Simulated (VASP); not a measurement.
# AlN in VASP: a series of runs, part 3 of 3

VASP 6.6.1.

### 4 Single point, PBE (uniaxial x strain +4.0%)

Input file INCAR:

```
SYSTEM = AlN
  PREC = Accurate
  ENCUT = 520
  EDIFF = 1E-6
  ISMEAR = -1
  SIGMA = 0.02
  LREAL = .FALSE.
  LASPH = .TRUE.
  NELM = 100
  ALGO = Normal
  ISIF = 2
  LWAVE = .FALSE.
  LCHARG = .TRUE.
  GGA = PE
  LELF = .TRUE.
  LVHAR = .TRUE.
  NBANDS = 16
```

Input file KPOINTS:

```
regular mesh
0
G
  12 12 6
  0 0 0
```

Input file POSCAR:

```
AlN
1.0
    3.2309615105      0.0000000000      0.0000000000
   -1.6154807553      2.6904757181      0.0000000000
    0.0000000000      0.0000000000      4.9785915499
Al N
2 2
Direct
    0.3323828787      0.6647657574     -0.0048036063
    0.6676171213      0.3352342426      0.4951963937
    0.3297191991      0.6594383983      0.3798036063
    0.6702808009      0.3405616017      0.8798036063
```

Potentials or basis: VASP PAW PBE potentials, release 64 (Al, N).

The run is started by

```bash
> cat potpaw_PBE.64/Al/POTCAR potpaw_PBE.64/N/POTCAR > POTCAR
> mpirun -np 1 vasp_std > vasp.out
```

OUTCAR:

```text
SYSTEM = AlN
   PREC = Accurate
   ENCUT = 520
   EDIFF = 1E-6
   ISMEAR = -1
   LREAL = .FALSE.
   LASPH = .TRUE.
   NELM = 100
   ISIF = 2
   GGA = PE

 ion  position               nearest neighbor table
   1  0.332  0.665  0.995-   4 1.91   3 1.91   4 1.92   4 1.92   2 3.07   2 3.07   2 3.10   2 3.10
                             2 3.10   2 3.10
   2  0.668  0.335  0.495-   3 1.91   4 1.91   3 1.92   3 1.92   1 3.07   1 3.07   1 3.10   1 3.10
                             1 3.10   1 3.10
   3  0.330  0.659  0.380-   2 1.91   1 1.91   2 1.92   2 1.92
   4  0.670  0.341  0.880-   1 1.91   2 1.91   1 1.92   1 1.92

  Warning from LATTYP: Monoclinic adjustment (A1->A3, A2->A1, A3->A2)!
  LATTYP: Found a base centered orthorhombic cell.
 ALAT       =     3.2309615105
 B/A-ratio  =     1.6654334689
 C/A-ratio  =     1.5409009156

  Lattice vectors:

 A1 = (   1.6154807553,  -2.6904757181,   0.0000000000)
 A2 = (   1.6154807552,   2.6904757181,   0.0000000000)
 A3 = (   0.0000000000,   0.0000000000,   4.9785915499)

Analysis of symmetry for initial positions (statically):
=====================================================================
 Subroutine PRICEL returns:
 Original cell was already a primitive cell.

 Routine SETGRP: Setting up the symmetry group for a
 base centered orthorhombic supercell.

 Subroutine GETGRP returns: Found  4 space group operations
 (whereof  2 operations were pure point group operations)
 out of a pool of  8 trial point group operations.

The static configuration has the point symmetry C_1h.
 The point group associated with its full space group is C_2v.

Analysis of symmetry for dynamics (positions and initial velocities):
=====================================================================
 Subroutine PRICEL returns:
 Original cell was already a primitive cell.

 Routine SETGRP: Setting up the symmetry group for a
 base centered orthorhombic supercell.

 Subroutine GETGRP returns: Found  4 space group operations
 (whereof  2 operations were pure point group operations)
 out of a pool of  8 trial point group operations.

The dynamic configuration has the point symmetry C_1h.
 The point group associated with its full space group is C_2v.

 Subroutine INISYM returns: Found  4 space group operations
 (whereof  2 operations are pure point group operations),
 and found     1 'primitive' translations

----------------------------------------------------------------------------------------

                                     Primitive cell

  volume of cell :      43.2780

  direct lattice vectors                    reciprocal lattice vectors
     3.230961510  0.000000000  0.000000000     0.309505389  0.185840741  0.000000000
    -1.615480755  2.690475718  0.000000000     0.000000000  0.371681481  0.000000000
     0.000000000  0.000000000  4.978591550     0.000000000  0.000000000  0.200860020

  length of vectors
     3.230961510  3.138222054  4.978591550     0.361012973  0.371681481  0.200860020

  position of ions in fractional coordinates (direct lattice)
     0.332382879  0.664765757  0.995196394
     0.667617121  0.335234243  0.495196394
     0.329719199  0.659438398  0.379803606
     0.670280801  0.340561602  0.879803606

  ion indices of the primitive-cell ions
   primitive index   ion index
[... 23 lines left out ...]
  Shift w.r.t. Gamma in fractional coordinates (k-lattice)
     0.000000000  0.000000000  0.000000000

 Subroutine IBZKPT returns following result:
 ===========================================

 Found    172 irreducible k-points:

 Following reciprocal coordinates:
            Coordinates               Weight
  0.000000  0.000000  0.000000      1.000000
  0.083333  0.000000  0.000000      4.000000
  0.166667  0.000000  0.000000      4.000000
  0.250000  0.000000  0.000000      4.000000
  0.333333  0.000000  0.000000      4.000000
  0.416667 -0.000000  0.000000      4.000000
[... 16 lines left out ...]
  0.333333  0.166667  0.000000      4.000000
  0.416667  0.166667  0.000000      4.000000
 [... further k-points ...]
   k-points           NKPTS =    172   k-points in BZ     NKDIM =    172   number of bands    NBANDS=     16
   number of dos      NEDOS =    301   number of ions     NIONS =      4
   total plane-waves  NPLWV =  23040
   dimension x,y,z NGX =    24 NGY =   24 NGZ =   40
   dimension x,y,z NGXF=    48 NGYF=   48 NGZF=   80
   ions per type =               2   2
   NGX,Y,Z   is equivalent  to a cutoff of  12.35, 12.71, 13.36 a.u.
   NGXF,Y,Z  is equivalent  to a cutoff of  24.70, 25.43, 26.71 a.u.
 SYSTEM =  AlN
   PREC   = accura    normal or accurate (medium, high low for compatibility)
   ISTART =      0    job   : 0-new  1-cont  2-samecut
   ICHARG =      2    charge: 1-file 2-atom 10-const
   ISPIN  =      1    spin polarized calculation?
   LNONCOLLINEAR =      F non collinear calculations
   LSORBIT =      F    spin-orbit coupling
   LASPH  =      T    aspherical Exc in radial PAW
   ENCUT  =  520.0 eV  38.22 Ry    6.18 a.u.   6.01  5.84  9.26*2*pi/ulx,y,z
   NELM   =    100;   NELMIN=  2; NELMDL= -5     # of ELM steps
   EDIFF  = 0.1E-05   stopping-criterion for ELM
   LREAL  =      F    real-space projection
   EDIFFG = 0.1E-04   stopping-criterion for IOM
   NSW    =      0    number of steps for IOM
   IBRION =     -1    ionic relax: 0-MD 1-quasi-New 2-CG
   NFREE  =      0    steps in history (QN), initial steepest desc. (CG)
   ISIF   =      2    stress and relaxation
   ISYM   =      2    0-nonsym 1-usesym 2-fastsym
   POTIM  = 0.5000    time-step for ionic-motion
   TEBEG  =    0.0;   TEEND  =   0.0 temperature during run
   PSTRESS=    0.0 pullay stress
   NELECT =      16.0000    total number of electrons
   NUPDOWN=      -1.0000    fix difference up-down
   EMIN   =  10.00;   EMAX   =-10.00  energy-range for DOS
   EFERMI =   0.00;   METHOD = LEGACY
   ISMEAR =    -1;   SIGMA  =   0.02  broadening in eV -4-tet -1-fermi 0-gaus
   EFERMI_NEDOS =   21; number of points for ismear=-14 and -15
   IALGO  =     38    algorithm
   IMIX   =      4    mixing-type and parameters
     AMIX     =   0.40;   BMIX     =  1.00
     AMIX_MAG =   1.60;   BMIX_MAG =  1.00
  volume/ion in A,a.u.               =      10.82        73.01
  Fermi-wavevector in a.u.,A,eV,Ry     =   1.174967  2.220366 18.783492  1.380548
  Thomas-Fermi vector in A             =   2.311356
   LORBIT       =      0    0 simple, 1 ext, 2 COOP (PROOUT), +10 PAW based schemes
   GGA     = PE    functional components
   LHFCALC =     F    Hartree Fock is set to
   AEXX    =    0.0000 exact exchange contribution
   IVDW    =     0    specifies the selected vdW correction
   LEPSILON=     F    determine dielectric tensor
   LRPA    =     F    only Hartree local field effects (RPA)
 non-spin polarized calculation
  energy-cutoff  :      520.00
  volume of cell :       43.28
 maximum number of plane-waves:      1184
   NGX = 13   NGY = 11   NGZ = 19

 number of electron      16.0000001 magnetization

 Free energy of the ion-electron system (eV)
  ---------------------------------------------------
  ext. energy  EPLUGINS =         0.00000000
  ---------------------------------------------------
  free energy    TOTEN  =       -29.73801741 eV

  energy without entropy =      -29.73801741  energy(sigma->0) =      -29.73801741

 E-fermi :   6.3314     XC(G=0): -10.7577

 val. band max:        5.9197984390   @ k =   0.0000   0.0000   0.0000
 cond. band min:       9.7144115404   @ k =   0.0000   0.0000   0.0000
 fundamental gap:      3.7946131014
 Fermi energy:         6.3314008289

 k-point     1 :       0.0000    0.0000    0.0000
  band No.  band energies     occupation
      1      -9.1584      2.00000
      2      -7.0439      2.00000
      3       0.0505      2.00000
      4       4.7301      2.00000
      5       5.0427      2.00000
      6       5.4754      2.00000
[... 433 lines left out ...]
      3       0.7331      2.00000
      4       1.9268      2.00000
      5       2.7857      2.00000
      6       2.9251      2.00000
[... 8 lines left out ...]
     15      18.2592      0.00000
     16      20.1839      0.00000

 [... further k-points ...]
[... 5 lines left out ...]
  --------------------------------------------------------------------------------------
  -------------------------------------------------------------------------------------
  Total       -2.7156467     -0.2303964      0.0489375      0.0000000      0.0000000      0.0000000
  in kB     -100.5348153     -8.5294078      1.8116937      0.0000000      0.0000000      0.0000000
  external PRESSURE =     -35.7508432 kB  Pullay stress =       0.0000000 kB

 VOLUME and BASIS-vectors are now :
 -----------------------------------------------------------------------------
  energy-cutoff  :      520.00
  volume of cell :       43.28
      direct lattice vectors                 reciprocal lattice vectors
     3.230961510  0.000000000  0.000000000     0.309505389  0.185840741  0.000000000
    -1.615480755  2.690475718  0.000000000     0.000000000  0.371681481  0.000000000
     0.000000000  0.000000000  4.978591550     0.000000000  0.000000000  0.200860020

 POSITION                                       TOTAL-FORCE (eV/Angst)
 -----------------------------------------------------------------------------------
     -0.00000      1.78854      4.95468         0.000000     -0.016669     -0.024132
      1.61548      0.90194      2.46538        -0.000000      0.016669     -0.024132
     -0.00000      1.77420      1.89089         0.000000     -0.020763      0.024132
      1.61548      0.91627      4.38018        -0.000000      0.020763      0.024132
 -----------------------------------------------------------------------------------
    total drift:                               -0.000000     -0.000000     -0.000240

  FREE ENERGIE OF THE ION-ELECTRON SYSTEM (eV)
  ---------------------------------------------------
  free  energy   TOTEN  =       -29.7380174071 eV

  energy  without entropy=      -29.7380174071  energy(sigma->0) =      -29.73801741
```

OSZICAR:

```text
N       E                     dE             d eps       ncg     rms          rms(c)
DAV:   1     0.408705835983E+02    0.40871E+02   -0.72948E+03  5504   0.893E+02
DAV:   2    -0.308113942151E+02   -0.71682E+02   -0.65885E+02  7840   0.184E+02
DAV:   3    -0.343301311247E+02   -0.35187E+01   -0.35090E+01  6864   0.424E+01
DAV:   4    -0.343521488131E+02   -0.22018E-01   -0.22016E-01  6824   0.379E+00
DAV:   5    -0.343524466575E+02   -0.29784E-03   -0.29784E-03  6904   0.443E-01    0.119E+01
DAV:   6    -0.297221282725E+02    0.46303E+01   -0.10651E+01  6736   0.235E+01    0.407E+00
DAV:   7    -0.297501972738E+02   -0.28069E-01   -0.64773E-01  5864   0.565E+00    0.289E+00
DAV:   8    -0.297431806135E+02    0.70167E-02   -0.66358E-02  6488   0.237E+00    0.666E-01
DAV:   9    -0.297374517156E+02    0.57289E-02   -0.13190E-02  7416   0.855E-01    0.259E-01
DAV:  10    -0.297381112875E+02   -0.65957E-03   -0.25663E-03  6056   0.319E-01    0.145E-01
DAV:  11    -0.297380138017E+02    0.97486E-04   -0.21058E-04  6376   0.112E-01    0.343E-02
DAV:  12    -0.297380175823E+02   -0.37806E-05   -0.12729E-05  6248   0.283E-02    0.846E-03
DAV:  13    -0.297380174071E+02    0.17520E-06   -0.52430E-06  6240   0.177E-02
   1 F= -.29738017E+02 E0= -.29738017E+02  d E =-.208676E-11
```

Run time: 62 s. Hardware: 1 thread of AMD EPYC 7R13 (Zen 3), shared host; peak memory 0.19 GiB.

What came out:

```yaml
Free_energy: -29.7380 eV
Pressure: -3.6 GPa
Largest_force: 0.032 eV/Å
Band_gap_on_the_k_mesh: 3.79 eV, direct
```

Forces in eV/Å, atoms in the order of the input:
```
Al   0.000 -0.017 -0.024
Al   0.000  0.017 -0.024
N    0.000 -0.021  0.024
N    0.000  0.021  0.024
```

Stress tensor (GPa, compression positive):
```
-10.05   0.00   0.00
  0.00  -0.85   0.00
  0.00   0.00   0.18
```

Caveat: the cell differs from its parent crystal (uniaxial x strain +4.0%). A k mesh can miss the band edges.

### 5 Single point, PBE (epitaxial xy strain -3.0%)

Input file INCAR:

```
SYSTEM = AlN
PREC     = Accurate       ! precision mode
ENCUT    = 520            ! plane-wave cutoff, eV
EDIFF    = 1E-6           ! SCF threshold, eV
ISMEAR   = -1             ! smearing method
SIGMA    = 0.02           ! smearing width, eV
LREAL    = .False.        ! projectors in reciprocal space
LASPH    = .True.         ! aspherical terms in the spheres
NELM     = 80             ! most SCF steps
ALGO     = Normal         ! electronic algorithm
ISIF     = 2              ! what is computed and relaxed
LWAVE    = .False.        ! write WAVECAR
LCHARG   = .True.         ! write CHGCAR
GGA      = PE             ! functional
LELF     = .True.         ! ELF
LVHAR    = .True.       
NBANDS   = 16             ! bands
```

Input file KPOINTS:

```
Automatic mesh
0
Gamma
  12 12 6
  0 0 0
```

Input file POSCAR:

```
AlN
1.0
    3.0134929486      0.0000000000      0.0000000000
   -1.5067464743      2.6097614476      0.0000000000
    0.0000000000      0.0000000000      5.0552598052
Al N
2 2
Direct
    0.3333333333      0.6666666667      0.0007001071
    0.6666666667      0.3333333333      0.5007001071
    0.3333333333      0.6666666667      0.3742998929
    0.6666666667      0.3333333333      0.8742998929
```

The run is started by

```bash
> cat potpaw_PBE.64/Al/POTCAR potpaw_PBE.64/N/POTCAR > POTCAR
> mpirun -np 1 vasp_std > vasp.out
```

It took 91 s on 1 thread of AMD EPYC 7R13, shared host; peak memory 0.15 GiB.

It converged, with:

```yaml
Free_energy: -29.5959 eV
Pressure: 15.4 GPa
Largest_force: 0.033 eV/Å
Band_gap_on_the_k_mesh: 4.63 eV, direct
```

Forces on the atoms (eV/Å):
```
Al   0.000  0.000  0.033
Al   0.000  0.000  0.033
N    0.000  0.000 -0.033
N    0.000  0.000 -0.033
```

Stress tensor (GPa, compression positive):
```
20.73  0.00  0.00
 0.00 20.73  0.00
 0.00  0.00  4.83
```

Levels at points of the mesh, in eV from the valence-band top:
```tsv
k point	band 5	band 6	band 7	band 8	band 9	band 10	band 11	band 12
(0.00, 0.00, 0.00)	-0.54	-0.22	0.00	0.00	4.63	7.63	10.76	12.08
(0.50, 0.00, 0.00)	-3.41	-1.85	-1.82	-0.58	5.62	6.28	8.73	10.59
(0.00, 0.00, 0.50)	-0.27	-0.27	-0.27	-0.27	7.11	7.11	10.60	10.60
(0.50, 0.00, 0.50)	-1.51	-1.51	-1.26	-1.26	5.36	5.36	9.65	9.65
```

Caveat: the cell differs from its parent crystal (epitaxial xy strain -3.0%). A k mesh can miss the band edges.

### 6 The runs side by side

```csv
level,cell,smearing,gap on the mesh (eV),pressure (GPa),largest force (eV/Å)
r2SCAN,"a = 3.013, b = 3.013, c = 5.055 Å, angles 90.0, 90.0, 120.0°, 4 atoms",gaussian 0.01 eV,5.34,10.7,-
r2SCAN,"a = 3.153, b = 3.153, c = 4.936 Å, angles 90.0, 90.0, 120.0°, 4 atoms",gaussian 0.01 eV,4.60,-5.0,-
PBE,"a = 3.231, b = 3.138, c = 4.979 Å, angles 90.0, 90.0, 121.0°, 4 atoms",fermi-dirac 0.02 eV,3.79,-3.6,0.03
PBE,"a = 3.013, b = 3.013, c = 5.055 Å, angles 90.0, 90.0, 120.0°, 4 atoms",fermi-dirac 0.02 eV,4.63,15.4,0.03
```

Alike in all rows: task single point; potentials or basis VASP PAW PBE potentials, release 64 (Al, N); no spin polarisation; k mesh 12 × 12 × 6; cutoff (eV) 520.

Caveats: the PAW data sets were made with another functional, which shifts forces and pressure a little (some runs).

Absolute energies hang on the potentials; compare differences alone.
